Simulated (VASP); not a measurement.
# Te (P3_121) in VASP: further runs, part 2 of 2

VASP 6.6.1. Earlier steps stand in the parts before.

### Step 4. Single point, PBE

INCAR

```
PREC     = Accurate       # precision mode
ENCUT    = 520            # plane-wave cutoff, eV
EDIFF    = 1E-6           # SCF threshold, eV
ISMEAR   = -1             # smearing method
SIGMA    = 0.6            # smearing width, eV
LREAL    = False          # projectors in reciprocal space
LASPH    = True           # aspherical terms in the spheres
NELM     = 100            # most SCF steps
ALGO     = Normal         # electronic algorithm
ISIF     = 2              # what is computed and relaxed
LWAVE    = False          # write WAVECAR
LCHARG   = False          # write CHGCAR
GGA      = PE             # functional
NBANDS   = 16             # bands
```

KPOINTS

```
regular mesh
0
Gamma
  8 8 6
```

POSCAR

```
Te
1.0
    4.5302708278      0.0000000000      0.0000000000
   -2.2651354139      3.9233296229      0.0000000000
    0.0000000000      0.0000000000      5.9374277250
Te
3
Direct
    0.2684005468      1.0000000000      0.3333333333
    0.0000000000      0.2684005468      0.6666666667
    0.7315994532      0.7315994532      0.0000000000
```

Launch:

```console
$ cat potpaw_PBE.64/Te/POTCAR > POTCAR
$ mpirun -np 1 vasp_std > vasp.out
```

Run time: 55 s. Hardware: 1 thread of Intel Xeon 6975P-C, shared host; peak memory 0.26 GiB.

The run converged. Its results:

- Free energy: -10.2614 eV
- Pressure: 2.0 GPa
- Largest force: 0.507 eV/Å
- Band gap on the k mesh: 0.47 eV, indirect (least direct gap 0.60 eV)

Forces on the atoms (eV/Å):
```
Te   0.507  0.000  0.000
Te  -0.253  0.439  0.000
Te  -0.253 -0.439  0.000
```

Stress tensor (GPa, compression positive):
```
1.66 0.00 0.00
0.00 1.66 0.00
0.00 0.00 2.67
```

Levels at points of the mesh, in eV from the valence-band top:
| k point | band 5 | band 6 | band 7 | band 8 | band 9 | band 10 | band 11 | band 12 | band 13 | band 14 |
| --- | --- | --- | --- | --- | --- | --- | --- | --- | --- | --- |
| (0.00, 0.00, 0.00) | -2.69 | -2.69 | -1.63 | -1.63 | -0.82 | 1.03 | 1.03 | 1.55 | 5.07 | 5.07 |
| (0.50, 0.00, 0.00) | -4.20 | -3.44 | -3.31 | -0.97 | -0.78 | 0.88 | 0.94 | 3.10 | 3.60 | 7.24 |
| (0.00, 0.00, 0.50) | -2.58 | -2.58 | -1.27 | -1.03 | -1.03 | 0.47 | 0.47 | 0.52 | 4.20 | 5.29 |
| (0.50, 0.00, 0.50) | -3.51 | -3.49 | -2.33 | -1.99 | -0.13 | 0.85 | 1.97 | 2.49 | 4.66 | 5.37 |

Caveat: spin-orbit coupling is left out, which moves the levels of the heavy elements.

### Step 5. Single point, PBE

INCAR

```
PREC     = Accurate       # precision mode
ENCUT    = 520            # plane-wave cutoff, eV
EDIFF    = 1E-7           # SCF threshold, eV
ISMEAR   = 1              # smearing method
SIGMA    = 0.3            # smearing width, eV
LREAL    = F              # projectors in reciprocal space
LASPH    = T              # aspherical terms in the spheres
NELM     = 80             # most SCF steps
ALGO     = Normal         # electronic algorithm
ISIF     = 2              # what is computed and relaxed
LWAVE    = F              # write WAVECAR
LCHARG   = F              # write CHGCAR
GGA      = PE             # functional
NBANDS   = 16             # bands
```

KPOINTS is that of step 4.

POSCAR is that of step 4.

Potentials or basis: VASP PAW PBE potentials, release 64 (Te).

Launch:

```console
$ cat potpaw_PBE.64/Te/POTCAR > POTCAR
$ mpirun -np 1 vasp_std > vasp.out
```

OUTCAR:

```text
PREC = Accurate
   ENCUT = 520
   EDIFF = 1E-7
   ISMEAR = 1
   LREAL = F
   LASPH = T
   NELM = 80
   ISIF = 2
   GGA = PE

 ion  position               nearest neighbor table
   1  0.268  0.000  0.333-   3 2.89   2 2.89   3 3.51   3 3.51   2 3.51   2 3.51
   2  0.000  0.268  0.667-   3 2.89   1 2.89   3 3.51   3 3.51   1 3.51   1 3.51
   3  0.732  0.732  0.000-   1 2.89   2 2.89   1 3.51   2 3.51   2 3.51   1 3.51

  LATTYP: Found a hexagonal cell.
 ALAT       =     4.5302708278
 C/A-ratio  =     1.3106120916

  Lattice vectors:

 A1 = (   4.5302708278,   0.0000000000,   0.0000000000)
 A2 = (  -2.2651354139,   3.9233296229,   0.0000000000)
 A3 = (   0.0000000000,   0.0000000000,   5.9374277250)

Analysis of symmetry for initial positions (statically):
=====================================================================
 Subroutine PRICEL returns:
 Original cell was already a primitive cell.

 Routine SETGRP: Setting up the symmetry group for a
 hexagonal supercell.

 Subroutine GETGRP returns: Found  6 space group operations
 (whereof  2 operations were pure point group operations)
 out of a pool of 24 trial point group operations.

The static configuration has the point symmetry C_2 .
 The point group associated with its full space group is D_3 .

Analysis of symmetry for dynamics (positions and initial velocities):
=====================================================================
 Subroutine PRICEL returns:
 Original cell was already a primitive cell.

 Routine SETGRP: Setting up the symmetry group for a
 hexagonal supercell.

 Subroutine GETGRP returns: Found  6 space group operations
[... 119 lines left out ...]
   EMIN   =  10.00;   EMAX   =-10.00  energy-range for DOS
   EFERMI =   0.00;   METHOD = LEGACY
   ISMEAR =     1;   SIGMA  =   0.30  broadening in eV -4-tet -1-fermi 0-gaus
   EFERMI_NEDOS =   21; number of points for ismear=-14 and -15
   IALGO  =     38    algorithm
   IMIX   =      4    mixing-type and parameters
     AMIX     =   0.40;   BMIX     =  1.00
     AMIX_MAG =   1.60;   BMIX_MAG =  1.00
  volume/ion in A,a.u.               =      35.18       237.38
  Fermi-wavevector in a.u.,A,eV,Ry     =   0.907904  1.715690 11.215140  0.824290
  Thomas-Fermi vector in A             =   2.031767
   LORBIT       =      0    0 simple, 1 ext, 2 COOP (PROOUT), +10 PAW based schemes
   GGA     = PE    functional components
   LHFCALC =     F    Hartree Fock is set to
   AEXX    =    0.0000 exact exchange contribution
   IVDW    =     0    specifies the selected vdW correction
   LEPSILON=     F    determine dielectric tensor
   LRPA    =     F    only Hartree local field effects (RPA)
 non-spin polarized calculation
 Methfessel and Paxton  Order N= 1 SIGMA  =   0.30
  energy-cutoff  :      520.00
  volume of cell :      105.53
 maximum number of plane-waves:      2902
 NGX is ok and might be reduce to    36
   NGX = 17   NGY = 17   NGZ = 23

 number of electron      17.9999999 magnetization

 Free energy of the ion-electron system (eV)
  ---------------------------------------------------
  ext. energy  EPLUGINS =         0.00000000
  ---------------------------------------------------
  free energy    TOTEN  =        -9.42656741 eV

  energy without entropy =       -9.44243027  energy(sigma->0) =       -9.43185503

 E-fermi :   5.9317     XC(G=0):  -8.9104

 val. band max:        5.4979298865   @ k =   0.3750   0.2500   0.5000
 cond. band min:       5.9594109092   @ k =   0.0000   0.0000   0.5000
 fundamental gap:      0.4614810228
 Fermi energy:         5.9317063061

 k-point     1 :       0.0000    0.0000    0.0000
  band No.  band energies     occupation
      1      -7.8635      2.00000
      2      -4.6937      2.00000
      3      -4.6937      2.00000
      4       2.5081      2.00000
      5       2.7779      2.00000
      6       2.7779      2.00000
[... 433 lines left out ...]
      3      -4.5893      2.00000
      4       0.7050      2.00000
      5       1.3288      2.00000
      6       2.1968      2.00000
[... 8 lines left out ...]
     15      13.0527      0.00000
     16      13.4675      0.00000

 [... further k-points ...]

------------------------ aborting loop because EDIFF is reached ----------------------------------------

  FORCE on cell =-STRESS in cart. coord.  units (eV):
  Direction    XX          YY          ZZ          XY          YZ          ZX
  --------------------------------------------------------------------------------------
  -------------------------------------------------------------------------------------
  Total       -0.0442119     -0.0442119      0.0061903      0.0000000      0.0000000      0.0000000
  in kB       -0.6712322     -0.6712322      0.0939815      0.0000000      0.0000000      0.0000000
  external PRESSURE =      -0.4161610 kB  Pullay stress =       0.0000000 kB

 VOLUME and BASIS-vectors are now :
 -----------------------------------------------------------------------------
  energy-cutoff  :      520.00
  volume of cell :      105.53
      direct lattice vectors                 reciprocal lattice vectors
     4.530270828  0.000000000  0.000000000     0.220737355  0.127442771  0.000000000
    -2.265135414  3.923329623  0.000000000     0.000000000  0.254885543  0.000000000
     0.000000000  0.000000000  5.937427725     0.000000000  0.000000000  0.168423103

 POSITION                                       TOTAL-FORCE (eV/Angst)
 -----------------------------------------------------------------------------------
      1.21593      0.00000      1.97914        -0.000583     -0.000000     -0.000000
     -0.60796      1.05302      3.95829         0.000291     -0.000505      0.000000
      1.65717      2.87031      0.00000         0.000291      0.000505     -0.000000
 -----------------------------------------------------------------------------------
    total drift:                                0.000000     -0.000000      0.000000

  FREE ENERGIE OF THE ION-ELECTRON SYSTEM (eV)
  ---------------------------------------------------
  free  energy   TOTEN  =        -9.4265674134 eV

  energy  without entropy=       -9.4424302728  energy(sigma->0) =       -9.43185503
```

stdout:

```text
POSCAR found type information on POSCAR Te
 POSCAR found :  1 types and       3 ions
 scaLAPACK will be used
 LDA part: xc-table for (Slater+PW92), standard interpolation
 POSCAR, INCAR and KPOINTS ok, starting setup
 FFT: planning ... GRIDC
 FFT: planning ... GRID_SOFT
 FFT: planning ... GRID
 WAVECAR not read
 entering main loop
```

It took 65 s on 1 thread of Intel Xeon 6975P-C, shared host; peak memory 0.27 GiB.

Results:

```
Free energy            : -9.4266 eV
Pressure               : 0.0 GPa
Band gap on the k mesh : 0.46 eV, indirect (least direct gap 0.58 eV)
```

Stress tensor (GPa, compression positive):
```
-0.07  0.00  0.00
 0.00 -0.07  0.00
 0.00  0.00  0.01
```

Levels at points of the mesh, in eV from the valence-band top:
| k point | band 7 | band 8 | band 9 | band 10 | band 11 | band 12 |
| --- | --- | --- | --- | --- | --- | --- |
| (0.00, 0.00, 0.00) | -1.62 | -1.62 | -0.80 | 1.00 | 1.00 | 1.53 |
| (0.50, 0.00, 0.00) | -3.31 | -0.98 | -0.78 | 0.87 | 0.93 | 3.10 |
| (0.00, 0.00, 0.50) | -1.26 | -1.02 | -1.02 | 0.46 | 0.46 | 0.50 |
| (0.50, 0.00, 0.50) | -2.33 | -1.99 | -0.13 | 0.83 | 1.95 | 2.48 |

Caveat: spin-orbit coupling is left out, which moves the levels of the heavy elements.

### Step 6. Single point, PBE

INCAR

```
SYSTEM = Te
PREC = Accurate
ENCUT = 520
EDIFF = 1E-6
ISMEAR = 1
SIGMA = 0.01
LREAL = .FALSE.
LASPH = .TRUE.
NELM = 80
ALGO = Normal
ISIF = 2
LWAVE = .FALSE.
LCHARG = .FALSE.
GGA = PE
NBANDS = 16
```

KPOINTS

```
regular mesh
0
G
  8 8 6
  0 0 0
```

POSCAR is that of step 5.

Potentials or basis: VASP PAW PBE potentials, release 64 (Te).

Launch:

```console
$ cat potpaw_PBE.64/Te/POTCAR > POTCAR
$ mpirun -np 1 vasp_std > vasp.out
```

Run time: 61 s. Hardware: 1 thread of Intel Xeon 6975P-C, shared host; peak memory 0.26 GiB.

Results (log left out):

| Property | Result |
| --- | --- |
| Free energy | -9.4318 eV |
| Pressure | 0.0 GPa |
| Band gap on the k mesh | 0.46 eV, indirect (least direct gap 0.58 eV) |

Forces in eV/Å, atoms in the order of the input:
```
Te  -0.003  0.000  0.000
Te   0.001 -0.002  0.000
Te   0.001  0.002  0.000
```

Stress tensor (GPa, compression positive):
```
-0.07  0.00  0.00
 0.00 -0.07  0.00
 0.00  0.00  0.07
```

Levels at points of the mesh, in eV from the valence-band top:
```
           k point  band 6  band 7  band 8  band 9  band 10  band 11  band 12  band 13
(0.00, 0.00, 0.00)   -2.72   -1.62   -1.62   -0.80     1.00     1.00     1.53     5.06
(0.50, 0.00, 0.00)   -3.45   -3.31   -0.98   -0.78     0.87     0.93     3.10     3.59
(0.00, 0.00, 0.50)   -2.60   -1.26   -1.02   -1.02     0.46     0.46     0.50     4.19
(0.50, 0.00, 0.50)   -3.51   -2.33   -1.99   -0.13     0.83     1.95     2.48     4.66
```

Caveat: spin-orbit coupling is left out, which moves the levels of the heavy elements.

### Step 7. Overview

```tsv
smearing	gap on the mesh (eV)	pressure (GPa)
fermi-dirac 0.05 eV	0.46	0.0
fermi-dirac 0.01 eV	0.46	0.0
fermi-dirac 0.6 eV	0.47	2.0
methfessel-paxton 0.3 eV	0.46	0.0
methfessel-paxton 0.01 eV	0.46	0.0
```

Alike in all rows: task single point; level PBE; potentials or basis VASP PAW PBE potentials, release 64 (Te); no spin polarisation; cell as given; k mesh 8 × 8 × 6; cutoff (eV) 520.

On the cell as given the gap runs from 0.46 eV (PBE) to 0.47 eV (PBE).

Caveats: spin-orbit coupling is left out, which moves the levels of the heavy elements.

Total energies depend on the potentials used, so only differences within one code and one set of settings carry meaning.
